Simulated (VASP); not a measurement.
# As (Fm-3m) in VASP: further runs

Runs on As. Level: LDA. Tasks: density of states.

All numbers are computed with VASP 6.6.1; they aren't measurements. Logs are shortened: lines on timing, memory, paths and dates and some standing lists are left out, and cuts for length are marked.

**1. The cell of the first run**

It takes space group Fm-3m (No. 225, cubic). The conventional cell has a = 3.073 Å, b = 3.073 Å, c = 3.073 Å, α = 90.00°, β = 90.00°, γ = 90.00°. As (site symmetry m-3m) has 12 As at 2.17 Å within 2.9 Å.

**2. Density of states, LDA (volume scaled by 0.4)**

Contents of POSCAR:

```
As
1.0
    0.0000000000      1.5367084764      1.5367084764
    1.5367084764      0.0000000000      1.5367084764
    1.5367084764      1.5367084764      0.0000000000
As
1
Direct
    0.0000000000      0.0000000000      0.0000000000
```

Contents of INCAR.step1:

```
SYSTEM = As
  ALGO = Normal
  EDIFF = 1E-7
  ENCUT = 520
  GGA = CA
  ISIF = 2
  ISMEAR = -1
  LASPH = .TRUE.
  LCHARG = .TRUE.
  LREAL = .FALSE.
  LWAVE = .FALSE.
  NBANDS = 8
  NELM = 80
  PREC = Accurate
  SIGMA = 0.1
```

Contents of KPOINTS.step1:

```
k-points
0
G
  17 17 17
  0 0 0
```

Contents of INCAR.step2:

```
SYSTEM = As
  ALGO = Normal
  EDIFF = 1E-7
  ENCUT = 520
  GGA = CA
  ICHARG = 11
  ISIF = 2
  ISMEAR = -5
  LASPH = .TRUE.
  LCHARG = .FALSE.
  LORBIT = 11
  LREAL = .FALSE.
  LWAVE = .FALSE.
  NEDOS = 2001
  NELM = 80
  PREC = Accurate
  SIGMA = 0.1
```

Contents of KPOINTS.step2:

```
k-points
0
G
  26 26 26
  0 0 0
```

Potentials or basis: VASP PAW LDA potentials, release 64 (As).

Launch:

```sh
$ cat potpaw_LDA.64/As/POTCAR > POTCAR
$ cp INCAR.step1 INCAR
$ cp KPOINTS.step1 KPOINTS
$ mpirun -np 1 vasp_std > vasp.out
$ cp INCAR.step2 INCAR
$ cp KPOINTS.step2 KPOINTS
$ mpirun -np 1 vasp_std > vasp.out
```

OUTCAR:

```text
SYSTEM = As
   EDIFF = 1E-7
   ENCUT = 520
   GGA = CA
   ICHARG = 11
   ISIF = 2
   ISMEAR = -5
   LASPH = .TRUE.
   LORBIT = 11
   LREAL = .FALSE.
   NELM = 80
   PREC = Accurate

 ion  position               nearest neighbor table
   1  0.000  0.000  0.000-

  LATTYP: Found a face centered cubic cell.
 ALAT       =     3.0734169528

  Lattice vectors:

 A1 = (   0.0000000000,   1.5367084764,   1.5367084764)
 A2 = (   1.5367084764,   0.0000000000,   1.5367084764)
 A3 = (   1.5367084764,   1.5367084764,   0.0000000000)

Analysis of symmetry for initial positions (statically):
=====================================================================
 Subroutine PRICEL returns:
 Original cell was already a primitive cell.

 Routine SETGRP: Setting up the symmetry group for a
 face centered cubic supercell.

 Subroutine GETGRP returns: Found 48 space group operations
 (whereof 48 operations were pure point group operations)
 out of a pool of 48 trial point group operations.

The static configuration has the point symmetry O_h .

Analysis of symmetry for dynamics (positions and initial velocities):
=====================================================================
 Subroutine PRICEL returns:
 Original cell was already a primitive cell.

 Routine SETGRP: Setting up the symmetry group for a
 face centered cubic supercell.

 Subroutine GETGRP returns: Found 48 space group operations
 (whereof 48 operations were pure point group operations)
 out of a pool of 48 trial point group operations.

The dynamic configuration has the point symmetry O_h .

 Subroutine INISYM returns: Found 48 space group operations
 (whereof 48 operations are pure point group operations),
 and found     1 'primitive' translations

----------------------------------------------------------------------------------------

                                     Primitive cell

  volume of cell :       7.2578

  direct lattice vectors                    reciprocal lattice vectors
     0.000000000  1.536708476  1.536708476    -0.325370757  0.325370757  0.325370757
     1.536708476  0.000000000  1.536708476     0.325370757 -0.325370757  0.325370757
     1.536708476  1.536708476  0.000000000     0.325370757  0.325370757 -0.325370757

  length of vectors
     2.173233969  2.173233969  2.173233969     0.563558682  0.563558682  0.563558682

  position of ions in fractional coordinates (direct lattice)
     0.000000000  0.000000000  0.000000000

  ion indices of the primitive-cell ions
   primitive index   ion index
                 1           1

----------------------------------------------------------------------------------------

 KPOINTS: k-points

Automatic generation of k-mesh.
 Grid dimensions read from file:
 generate k-points for:   26   26   26

 Generating k-lattice:

  Cartesian coordinates                     Fractional coordinates (reciprocal lattice)
    -0.012514260  0.012514260  0.012514260     0.038461538  0.000000000  0.000000000
     0.012514260 -0.012514260  0.012514260     0.000000000  0.038461538  0.000000000
     0.012514260  0.012514260 -0.012514260     0.000000000  0.000000000  0.038461538

  Length of vectors
     0.021675334  0.021675334  0.021675334

  Shift w.r.t. Gamma in fractional coordinates (k-lattice)
     0.000000000  0.000000000  0.000000000

 TETIRR: Found   2360 inequivalent tetrahedra from   105456

 Subroutine IBZKPT returns following result:
 ===========================================

 Found    511 irreducible k-points:

 Following reciprocal coordinates:
            Coordinates               Weight
  0.000000  0.000000  0.000000      1.000000
  0.038462  0.000000  0.000000      8.000000
  0.076923  0.000000  0.000000      8.000000
  0.115385  0.000000  0.000000      8.000000
  0.153846  0.000000  0.000000      8.000000
  0.192308  0.000000  0.000000      8.000000
[... 16 lines left out ...]
  0.346154  0.038462  0.000000     24.000000
  0.384615  0.038462  0.000000     24.000000
 [... further k-points ...]
   k-points           NKPTS =    511   k-points in BZ     NKDIM =    511   number of bands    NBANDS=      6
   number of dos      NEDOS =   2001   number of ions     NIONS =      1
   total plane-waves  NPLWV =   4096
   dimension x,y,z NGX =    16 NGY =   16 NGZ =   16
   dimension x,y,z NGXF=    32 NGYF=   32 NGZF=   32
   ions per type =               1
   NGX,Y,Z   is equivalent  to a cutoff of  12.24, 12.24, 12.24 a.u.
   NGXF,Y,Z  is equivalent  to a cutoff of  24.48, 24.48, 24.48 a.u.
 SYSTEM =  As
   PREC   = accura    normal or accurate (medium, high low for compatibility)
   ISTART =      0    job   : 0-new  1-cont  2-samecut
   ICHARG =     11    charge: 1-file 2-atom 10-const
   ISPIN  =      1    spin polarized calculation?
   LNONCOLLINEAR =      F non collinear calculations
   LSORBIT =      F    spin-orbit coupling
   LASPH  =      T    aspherical Exc in radial PAW
   ENCUT  =  520.0 eV  38.22 Ry    6.18 a.u.   4.04  4.04  4.04*2*pi/ulx,y,z
   NELM   =     80;   NELMIN=  2; NELMDL=  0     # of ELM steps
   EDIFF  = 0.1E-06   stopping-criterion for ELM
   LREAL  =      F    real-space projection
   EDIFFG = 0.1E-05   stopping-criterion for IOM
   NSW    =      0    number of steps for IOM
   IBRION =     -1    ionic relax: 0-MD 1-quasi-New 2-CG
   NFREE  =      0    steps in history (QN), initial steepest desc. (CG)
   ISIF   =      2    stress and relaxation
   ISYM   =      2    0-nonsym 1-usesym 2-fastsym
   POTIM  = 0.5000    time-step for ionic-motion
   TEBEG  =    0.0;   TEEND  =   0.0 temperature during run
   PSTRESS=    0.0 pullay stress
   NELECT =       5.0000    total number of electrons
   NUPDOWN=      -1.0000    fix difference up-down
   EMIN   =  10.00;   EMAX   =-10.00  energy-range for DOS
   EFERMI =   0.00;   METHOD = LEGACY
   ISMEAR =    -5;   SIGMA  =   0.10  broadening in eV -4-tet -1-fermi 0-gaus
   EFERMI_NEDOS =   21; number of points for ismear=-14 and -15
   IALGO  =     38    algorithm
   IMIX   =      4    mixing-type and parameters
     AMIX     =   0.40;   BMIX     =  1.00
     AMIX_MAG =   1.60;   BMIX_MAG =  1.00
  volume/ion in A,a.u.               =       7.26        48.98
  Fermi-wavevector in a.u.,A,eV,Ry     =   1.445873  2.732303 28.443625  2.090547
  Thomas-Fermi vector in A             =   2.564005
   LORBIT       =     11    0 simple, 1 ext, 2 COOP (PROOUT), +10 PAW based schemes
   GGA     = CA    functional components
   LHFCALC =     F    Hartree Fock is set to
   AEXX    =    0.0000 exact exchange contribution
   IVDW    =     0    specifies the selected vdW correction
   LEPSILON=     F    determine dielectric tensor
   LRPA    =     F    only Hartree local field effects (RPA)
 non-spin polarized calculation
 Fermi weights with tetrahedron method with Bloechl corrections
  energy-cutoff  :      520.00
  volume of cell :        7.26
 maximum number of plane-waves:       204

 number of electron       4.9999999 magnetization

 Free energy of the ion-electron system (eV)
  ---------------------------------------------------
  ext. energy  EPLUGINS =         0.00000000
  ---------------------------------------------------
  free energy    TOTEN  =         4.73645203 eV

  energy without entropy =        4.73645203  energy(sigma->0) =        4.73645203

 E-fermi :  24.2087     XC(G=0): -15.5049

 val. band max:       24.4466790651   @ k =   0.3846   0.3077   0.0769
 cond. band min:      23.9090649593   @ k =  -0.4615   0.3077   0.1154
 fundamental gap:     -0.5376141058
 Fermi energy:        24.2087426859

 k-point     1 :       0.0000    0.0000    0.0000
  band No.  band energies     occupation
      1      -5.2345      2.00000
      2      40.3103      0.00000
      3      41.3091      0.00000
      4      41.3091      0.00000
      5      41.3091      0.00000
      6      41.7469      0.00000

 k-point     2 :       0.0385    0.0000    0.0000
  band No.  band energies     occupation
      1      -5.1614      2.00000
      2      38.3855      0.00000
      3      40.4475      0.00000
      4      40.4475      0.00000
      5      40.6805      0.00000
      6      42.7201      0.00000

 k-point     3 :       0.0769    0.0000    0.0000
  band No.  band energies     occupation
      1      -4.9420      2.00000
      2      35.5165      0.00000
      3      39.5122      0.00000
      4      39.5122      0.00000
      5      40.5847      0.00000
      6      43.9900      0.00000

 k-point     4 :       0.1154    0.0000    0.0000
  band No.  band energies     occupation
      1      -4.5756      2.00000
      2      32.6113      0.00000
      3      38.6847      0.00000
      4      38.6847      0.00000
      5      40.4636      0.00000
      6      45.3737      0.00000

 k-point     5 :       0.1538    0.0000    0.0000
  band No.  band energies     occupation
      1      -4.0613      2.00000
      2      29.7252      0.00000
      3      37.9709      0.00000
      4      37.9709      0.00000
      5      40.3063      0.00000
      6      46.8632      0.00000
[... 136 lines left out ...]
 k-point    21 :       0.2692    0.0385    0.0000
  band No.  band energies     occupation
      1      -1.8941      2.00000
      2      22.3533      2.12585
      3      35.1054      0.00000
      4      37.0427      0.00000
      5      40.4053      0.00000
      6      42.6308      0.00000

 k-point    22 :       0.3077    0.0385    0.0000
  band No.  band energies     occupation
      1      -0.8300      2.00000
      2      19.7162      2.00000
      3      34.8343      0.00000
      4      36.7930      0.00000
      5      39.5606      0.00000
      6      42.0391      0.00000

 k-point    23 :       0.3462    0.0385    0.0000
  band No.  band energies     occupation
      1       0.3843      2.00000
      2      17.1790      2.00000
      3      34.6916      0.00000
      4      36.6179      0.00000
      5      38.6507      0.00000
      6      41.6688      0.00000

 k-point    24 :       0.3846    0.0385    0.0000
  band No.  band energies     occupation
      1       1.7464      2.00000
      2      14.7549      2.00000
      3      34.6773      0.00000
      4      36.4709      0.00000
      5      37.8405      0.00000
      6      41.4263      0.00000

 [... further k-points ...]
[... 5 lines left out ...]
  --------------------------------------------------------------------------------------
  -------------------------------------------------------------------------------------
  Total       29.6153725     29.6153725     29.6153725     -0.0000000      0.0000000     -0.0000000
  in kB     6537.6749715   6537.6749715   6537.6749715     -0.0000000      0.0000000     -0.0000000
  external PRESSURE =    6537.6749715 kB  Pullay stress =       0.0000000 kB

 VOLUME and BASIS-vectors are now :
 -----------------------------------------------------------------------------
  energy-cutoff  :      520.00
  volume of cell :        7.26
      direct lattice vectors                 reciprocal lattice vectors
     0.000000000  1.536708476  1.536708476    -0.325370757  0.325370757  0.325370757
     1.536708476  0.000000000  1.536708476     0.325370757 -0.325370757  0.325370757
     1.536708476  1.536708476  0.000000000     0.325370757  0.325370757 -0.325370757

 POSITION                                       TOTAL-FORCE (eV/Angst)
 -----------------------------------------------------------------------------------
      0.00000      0.00000      0.00000         0.000000      0.000000     -0.000000
 -----------------------------------------------------------------------------------
    total drift:                               -0.000000      0.000000     -0.000000

  FREE ENERGIE OF THE ION-ELECTRON SYSTEM (eV)
  ---------------------------------------------------
  free  energy   TOTEN  =         4.7364520273 eV

  energy  without entropy=        4.7364520273  energy(sigma->0) =        4.73645203

 total charge

# of ion       s       p       d       tot
------------------------------------------
    1        1.406   2.061   0.647   4.113
```

Run time: 11 s. Hardware: 1 thread of Intel Xeon Platinum 8259CL at 2.50GHz (Skylake/Cascade Lake), shared host; peak memory 0.13 GiB.

What came out:

```
Valence electrons inside the program's atomic spheres : As 4.11
```

Levels at points of the mesh, in eV from the Fermi level:
| k point | band 1 | band 2 | band 3 | band 4 | band 5 | band 6 |
| --- | --- | --- | --- | --- | --- | --- |
| (0.00, 0.00, 0.00) | -29.44 | 16.10 | 17.10 | 17.10 | 17.10 | 17.54 |
| (0.50, 0.00, 0.00) | -17.67 | -15.93 | 11.90 | 11.90 | 14.54 | 15.06 |
| (0.50, 0.50, 0.00) | -14.73 | -10.26 | 0.62 | 0.62 | 4.45 | 9.63 |

Caveat: tetrahedron occupations give inexact forces and stress in metals.

**3. Density of states, LDA (volume scaled by 0.5)**

Contents of POSCAR:

```
As
1.0
    0.0000000000      1.6553690250      1.6553690250
    1.6553690250      0.0000000000      1.6553690250
    1.6553690250      1.6553690250      0.0000000000
As
1
Direct
    0.0000000000      0.0000000000      0.0000000000
```

Contents of INCAR.step1:

```
SYSTEM = As
PREC     = Accurate       ! precision mode
ENCUT    = 520            ! plane-wave cutoff, eV
EDIFF    = 1E-6           ! SCF threshold, eV
ISMEAR   = -1             ! smearing method
SIGMA    = 0.1            ! smearing width, eV
LREAL    = .FALSE.        ! projectors in reciprocal space
LASPH    = .TRUE.         ! aspherical terms in the spheres
NELM     = 60             ! most SCF steps
ALGO     = Normal         ! electronic algorithm
ISIF     = 2              ! what is computed and relaxed
LWAVE    = .FALSE.        ! write WAVECAR
LCHARG   = .TRUE.         ! write CHGCAR
NBANDS   = 8              ! bands
```

Contents of KPOINTS.step1:

```
Automatic mesh
0
G
  17 17 17
  0 0 0
```

Contents of INCAR.step2:

```
SYSTEM = As
PREC     = Accurate       ! precision mode
ENCUT    = 520            ! plane-wave cutoff, eV
EDIFF    = 1E-6           ! SCF threshold, eV
ISMEAR   = -5             ! smearing method
SIGMA    = 0.1            ! smearing width, eV
LREAL    = .FALSE.        ! projectors in reciprocal space
LASPH    = .TRUE.         ! aspherical terms in the spheres
NELM     = 60             ! most SCF steps
ALGO     = Normal         ! electronic algorithm
ISIF     = 2              ! what is computed and relaxed
LWAVE    = .FALSE.        ! write WAVECAR
LCHARG   = .FALSE.        ! write CHGCAR
LORBIT   = 10             ! projections on sites
NBANDS   = 8              ! bands
NEDOS    = 2001           ! points of the DOS
ICHARG   = 11             ! starting density
```

Contents of KPOINTS.step2:

```
Automatic mesh
0
G
  26 26 26
  0 0 0
```

Potentials or basis: VASP PAW LDA potentials, release 64 (As).

Launch:

```sh
$ cat potpaw_LDA.64/As/POTCAR > POTCAR
$ cp INCAR.step1 INCAR
$ cp KPOINTS.step1 KPOINTS
$ mpirun -np 1 vasp_std > vasp.out
$ cp INCAR.step2 INCAR
$ cp KPOINTS.step2 KPOINTS
$ mpirun -np 1 vasp_std > vasp.out
```

Run time: 12 s. Hardware: 1 thread of Intel Xeon 6975P-C (Granite Rapids), shared host; peak memory 0.14 GiB.

It converged, with:

```
Valence electrons inside the program's atomic spheres : As 3.49
```

Levels at points of the mesh, in eV from the Fermi level:
```
           k point  band 1  band 2  band 3  band 4  band 5  band 6
(0.00, 0.00, 0.00)  -24.99   13.89   13.89   13.89   16.06   16.06
(0.50, 0.00, 0.00)  -14.34  -14.29    9.54    9.54   14.01   14.01
(0.50, 0.50, 0.00)  -11.99   -9.51    0.70    0.70    4.69    7.53
```

Caveat: tetrahedron occupations give inexact forces and stress in metals.

(Part 1 of 2 ends here.)
